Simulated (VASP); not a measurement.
# BaTe (Fm-3m) in VASP: further runs

The runs below take BaTe through single point, with PBE.

Program: VASP 6.6.1. These are calculated values, not measurements. Logs are shortened: lines on timing, memory, paths and dates and some standing lists are left out, and cuts for length are marked.

## 1. The cell of the first run

Symmetry: Fm-3m, No. 225, cubic system. Conventional cell: a = 6.770 Å, b = 6.770 Å, c = 6.770 Å, α = 90.00°, β = 90.00°, γ = 90.00°. Ba (site symmetry m-3m) has 6 Te at 3.38 Å within 4.5 Å. Te (site symmetry m-3m) has 6 Ba at 3.38 Å within 4.5 Å.

## 2. Single point, PBE (38.78 Å³/atom)

Input file INCAR:

```
PREC = Accurate ; ENCUT = 520
EDIFF = 1E-6 ; ISMEAR = 0
SIGMA = 0.02 ; LREAL = F
LASPH = T ; NELM = 80
ALGO = Normal ; ISIF = 2
LWAVE = F ; LCHARG = F
GGA = PE ; NBANDS = 15
```

Input file KPOINTS:

```
regular mesh
0
Gamma
  8 8 8
```

Input file POSCAR:

```
BaTe
1.0
    0.0000000000      3.3849041870      3.3849041870
    3.3849041870      0.0000000000      3.3849041870
    3.3849041870      3.3849041870      0.0000000000
Ba Te
1 1
Direct
    0.0000000000      0.0000000000      0.0000000000
    0.5000000000      0.5000000000      0.5000000000
```

Potentials or basis: VASP PAW PBE potentials, release 64 (Ba_sv, Te).

On the command line:

```sh
> cat potpaw_PBE.64/Ba_sv/POTCAR potpaw_PBE.64/Te/POTCAR > POTCAR
> mpirun -np 1 vasp_std > vasp.out
```

OUTCAR:

```text
PREC = Accurate
   ENCUT = 520
   EDIFF = 1E-6
   ISMEAR = 0
   LREAL = F
   LASPH = T
   NELM = 80
   ISIF = 2
   GGA = PE

 ion  position               nearest neighbor table
   1  0.000  0.000  0.000-   2 3.38   2 3.38   2 3.38   2 3.38   2 3.38   2 3.38
   2  0.500  0.500  0.500-   1 3.38   1 3.38   1 3.38   1 3.38   1 3.38   1 3.38

  LATTYP: Found a face centered cubic cell.
 ALAT       =     6.7698083740

  Lattice vectors:

 A1 = (   0.0000000000,   3.3849041870,   3.3849041870)
 A2 = (   3.3849041870,   0.0000000000,   3.3849041870)
 A3 = (   3.3849041870,   3.3849041870,   0.0000000000)

Analysis of symmetry for initial positions (statically):
=====================================================================
 Subroutine PRICEL returns:
 Original cell was already a primitive cell.

 Routine SETGRP: Setting up the symmetry group for a
 face centered cubic supercell.

 Subroutine GETGRP returns: Found 48 space group operations
 (whereof 48 operations were pure point group operations)
 out of a pool of 48 trial point group operations.

The static configuration has the point symmetry O_h .

Analysis of symmetry for dynamics (positions and initial velocities):
=====================================================================
 Subroutine PRICEL returns:
 Original cell was already a primitive cell.

 Routine SETGRP: Setting up the symmetry group for a
 face centered cubic supercell.

 Subroutine GETGRP returns: Found 48 space group operations
 (whereof 48 operations were pure point group operations)
 out of a pool of 48 trial point group operations.

The dynamic configuration has the point symmetry O_h .

 Subroutine INISYM returns: Found 48 space group operations
 (whereof 48 operations are pure point group operations),
 and found     1 'primitive' translations

----------------------------------------------------------------------------------------

                                     Primitive cell

  volume of cell :      77.5656

  direct lattice vectors                    reciprocal lattice vectors
     0.000000000  3.384904187  3.384904187    -0.147714669  0.147714669  0.147714669
     3.384904187  0.000000000  3.384904187     0.147714669 -0.147714669  0.147714669
     3.384904187  3.384904187  0.000000000     0.147714669  0.147714669 -0.147714669

  length of vectors
     4.786977409  4.786977409  4.786977409     0.255849311  0.255849311  0.255849311

  position of ions in fractional coordinates (direct lattice)
     0.000000000  0.000000000  0.000000000
     0.500000000  0.500000000  0.500000000

  ion indices of the primitive-cell ions
   primitive index   ion index
[... 87 lines left out ...]
   EMIN   =  10.00;   EMAX   =-10.00  energy-range for DOS
   EFERMI =   0.00;   METHOD = LEGACY
   ISMEAR =     0;   SIGMA  =   0.02  broadening in eV -4-tet -1-fermi 0-gaus
   EFERMI_NEDOS =   21; number of points for ismear=-14 and -15
   IALGO  =     38    algorithm
   IMIX   =      4    mixing-type and parameters
     AMIX     =   0.40;   BMIX     =  1.00
     AMIX_MAG =   1.60;   BMIX_MAG =  1.00
  volume/ion in A,a.u.               =      38.78       261.72
  Fermi-wavevector in a.u.,A,eV,Ry     =   0.967294  1.827920 12.730393  0.935657
  Thomas-Fermi vector in A             =   2.097167
   LORBIT       =      0    0 simple, 1 ext, 2 COOP (PROOUT), +10 PAW based schemes
   GGA     = PE    functional components
   LHFCALC =     F    Hartree Fock is set to
   AEXX    =    0.0000 exact exchange contribution
   IVDW    =     0    specifies the selected vdW correction
   LEPSILON=     F    determine dielectric tensor
   LRPA    =     F    only Hartree local field effects (RPA)
 non-spin polarized calculation
 Gauss-broadening in eV      SIGMA  =   0.02
  energy-cutoff  :      520.00
  volume of cell :       77.57
 maximum number of plane-waves:      2120
   NGX = 17   NGY = 17   NGZ = 17

 number of electron      16.0000000 magnetization

 Free energy of the ion-electron system (eV)
  ---------------------------------------------------
  ext. energy  EPLUGINS =         0.00000000
  ---------------------------------------------------
  free energy    TOTEN  =        -8.46110754 eV

  energy without entropy =       -8.46110754  energy(sigma->0) =       -8.46110754

 E-fermi :   3.0345     XC(G=0):  -8.6564

 val. band max:        2.9521604228   @ k =   0.0000   0.0000   0.0000
 cond. band min:       4.2200363962   @ k =   0.5000   0.5000   0.0000
 fundamental gap:      1.2678759734
 Fermi energy:         3.0344804647

 k-point     1 :       0.0000    0.0000    0.0000
  band No.  band energies     occupation
      1     -23.8285      2.00000
      2      -9.0072      2.00000
      3      -9.0072      2.00000
      4      -9.0072      2.00000
      5      -6.8311      2.00000
      6       2.9522      2.00000
      7       2.9522      2.00000
      8       2.9522      2.00000
      9       5.7913      0.00000
     10       5.7913      0.00000
     11       5.7913      0.00000
     12       6.2744      0.00000
     13       6.5214      0.00000
     14       6.5214      0.00000
[... 401 lines left out ...]
      2      -9.5310      2.00000
      3      -9.1274      2.00000
      4      -9.0645      2.00000
      5      -6.0167      2.00000
      6       0.9055      2.00000
      7       1.7793      2.00000
      8       1.7870      2.00000
      9       6.6862      0.00000
     10       6.9877      0.00000
     11       8.4120      0.00000
     12       8.7936      0.00000
     13       9.3509      0.00000
     14      10.1858      0.00000
     15      11.4154      0.00000

 [... further k-points ...]

------------------------ aborting loop because EDIFF is reached ----------------------------------------

  FORCE on cell =-STRESS in cart. coord.  units (eV):
  Direction    XX          YY          ZZ          XY          YZ          ZX
  --------------------------------------------------------------------------------------
  -------------------------------------------------------------------------------------
  Total        2.5675252      2.5675252      2.5675252      0.0000000     -0.0000000      0.0000000
  in kB       53.0342172     53.0342172     53.0342172      0.0000000     -0.0000000      0.0000000
  external PRESSURE =      53.0342172 kB  Pullay stress =       0.0000000 kB

 VOLUME and BASIS-vectors are now :
 -----------------------------------------------------------------------------
  energy-cutoff  :      520.00
  volume of cell :       77.57
      direct lattice vectors                 reciprocal lattice vectors
     0.000000000  3.384904187  3.384904187    -0.147714669  0.147714669  0.147714669
     3.384904187  0.000000000  3.384904187     0.147714669 -0.147714669  0.147714669
     3.384904187  3.384904187  0.000000000     0.147714669  0.147714669 -0.147714669

 POSITION                                       TOTAL-FORCE (eV/Angst)
 -----------------------------------------------------------------------------------
      0.00000      0.00000      0.00000         0.000000      0.000000      0.000000
      3.38490      3.38490      3.38490        -0.000000     -0.000000     -0.000000
 -----------------------------------------------------------------------------------
    total drift:                                0.000000      0.000000      0.000000

  FREE ENERGIE OF THE ION-ELECTRON SYSTEM (eV)
  ---------------------------------------------------
  free  energy   TOTEN  =        -8.4611075411 eV

  energy  without entropy=       -8.4611075411  energy(sigma->0) =       -8.46110754
```

OSZICAR:

```text
N       E                     dE             d eps       ncg     rms          rms(c)
DAV:   1     0.833041303212E+02    0.83304E+02   -0.64742E+03   870   0.909E+02
DAV:   2    -0.341484133834E+01   -0.86719E+02   -0.79336E+02  1209   0.158E+02
DAV:   3    -0.842617918904E+01   -0.50113E+01   -0.49730E+01  1170   0.398E+01
DAV:   4    -0.854362052519E+01   -0.11744E+00   -0.11741E+00  1159   0.624E+00
DAV:   5    -0.854648430461E+01   -0.28638E-02   -0.28638E-02  1212   0.833E-01    0.434E+00
DAV:   6    -0.845597716642E+01    0.90507E-01   -0.99712E-02  1052   0.166E+00    0.285E+00
DAV:   7    -0.845692197471E+01   -0.94481E-03   -0.96616E-02  1038   0.182E+00    0.781E-01
DAV:   8    -0.846052831549E+01   -0.36063E-02   -0.11237E-02  1031   0.703E-01    0.209E-01
DAV:   9    -0.846091907250E+01   -0.39076E-03   -0.50890E-04  1143   0.165E-01    0.544E-02
DAV:  10    -0.846108287935E+01   -0.16381E-03   -0.14296E-04  1038   0.839E-02    0.178E-02
DAV:  11    -0.846110901846E+01   -0.26139E-04   -0.51498E-05  1108   0.431E-02    0.192E-02
DAV:  12    -0.846110732677E+01    0.16917E-05   -0.65101E-06  1066   0.165E-02    0.585E-03
DAV:  13    -0.846110754111E+01   -0.21434E-06   -0.32589E-07   701   0.348E-03
   1 F= -.84611075E+01 E0= -.84611075E+01  d E =-.290214E-11
```

stdout:

```text
POSCAR found type information on POSCAR BaTe
 POSCAR found :  2 types and       2 ions
 scaLAPACK will be used
 LDA part: xc-table for (Slater+PW92), standard interpolation
 POSCAR, INCAR and KPOINTS ok, starting setup
 FFT: planning ... GRIDC
 FFT: planning ... GRID_SOFT
 FFT: planning ... GRID
 WAVECAR not read
 entering main loop
```

Wall time 28 s (1 thread of Intel Xeon Platinum 8488C (Sapphire Rapids), shared host); peak memory 0.22 GiB.

What came out:

```
Free energy            : -8.4611 eV
Pressure               : 5.3 GPa
Band gap on the k mesh : 1.27 eV (least direct gap 1.64 eV)
```

Levels at points of the mesh, in eV from the valence-band top:
| k point | band 5 | band 6 | band 7 | band 8 | band 9 | band 10 | band 11 | band 12 |
| --- | --- | --- | --- | --- | --- | --- | --- | --- |
| (0.00, 0.00, 0.00) | -9.78 | 0.00 | 0.00 | 0.00 | 2.84 | 2.84 | 2.84 | 3.32 |
| (0.50, 0.00, 0.00) | -8.71 | -2.53 | -1.35 | -1.35 | 4.32 | 4.99 | 5.09 | 5.09 |
| (0.50, 0.50, 0.00) | -9.55 | -1.15 | -0.38 | -0.38 | 1.27 | 4.58 | 5.10 | 6.07 |

Caveat: the cell stands under pressure; spin-orbit coupling is left out, which moves the levels of the heavy elements. A k mesh can miss the band edges.

## 3. Single point, PBE (40.10 Å³/atom)

This run uses another cell than the first one, of 40.10 Å³/atom.

Input file INCAR:

```
SYSTEM = BaTe
PREC = Accurate ; ENCUT = 520
EDIFF = 1E-6 ; ISMEAR = 0
SIGMA = 0.02 ; LREAL = .FALSE.
LASPH = .TRUE. ; NELM = 80
ALGO = Normal ; ISIF = 2
LWAVE = .FALSE. ; LCHARG = .FALSE.
GGA = PE ; NBANDS = 15
```

Input file KPOINTS:

```
Automatic mesh
0
G
  8 8 8
  0 0 0
```

Input file POSCAR:

```
BaTe
1.0
    0.0000000000      3.4229400019      3.4229400019
    3.4229400019      0.0000000000      3.4229400019
    3.4229400019      3.4229400019      0.0000000000
Ba Te
1 1
Direct
    0.0000000000      0.0000000000      0.0000000000
    0.5000000000      0.5000000000      0.5000000000
```

Potentials or basis: VASP PAW PBE potentials, release 64 (Ba_sv, Te).

On the command line:

```sh
> cat potpaw_PBE.64/Ba_sv/POTCAR potpaw_PBE.64/Te/POTCAR > POTCAR
> mpirun -np 1 vasp_std > vasp.out
```

Run time: 30 s. Hardware: 1 thread of Intel Xeon Platinum 8488C (Sapphire Rapids), shared host; peak memory 0.21 GiB.

It converged, with:

| Property | Result |
| --- | --- |
| Free energy | -8.5354 eV |
| Pressure | 3.7 GPa |
| Band gap on the k mesh | 1.36 eV (least direct gap 1.74 eV) |

Levels at points of the mesh, in eV from the valence-band top:
```csv
k point,band 6,band 7,band 8,band 9,band 10,band 11
"(0.00, 0.00, 0.00)",0.00,0.00,0.00,2.87,2.87,2.87
"(0.50, 0.00, 0.00)",-2.43,-1.27,-1.27,4.28,4.91,5.02
"(0.50, 0.50, 0.00)",-1.15,-0.38,-0.38,1.36,4.53,4.95
```

Caveat: the cell stands under pressure; spin-orbit coupling is left out, which moves the levels of the heavy elements. A k mesh can miss the band edges.
